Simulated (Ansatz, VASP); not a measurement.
# KBr: VASP beside Ansatz

```
K Br
1.0
     0.00000    3.30000    3.30000
     3.30000    0.00000    3.30000
     3.30000    3.30000    0.00000
K Br
1 1
Direct
  0.00000 0.00000 0.00000
  0.50000 0.50000 0.50000
```

Alike in both runs: task single point; functional PBE; k mesh 8 × 8 × 8; occupations gaussian, width 0.05 eV; no spin polarisation.

|  | VASP | Ansatz |
| --- | --- | --- |
| version | VASP 6.6.1 | Ansatz 0.2.0 |
| potentials or method | VASP PAW PBE potentials, release 64 (K_sv, Br), cutoff 520 eV | scalar-relativistic, plane waves, PAW |
| valence electrons in the cell | 16 | 16 |

Ansatz gave:

```
gap on the k mesh at the Fermi level (eV) : 4.44
pressure (GPa)                            : 0.7
```

Question: Estimate VASP's values.

Answer: gap on the k mesh at the Fermi level (eV): 4.43; pressure (GPa): 0.8.
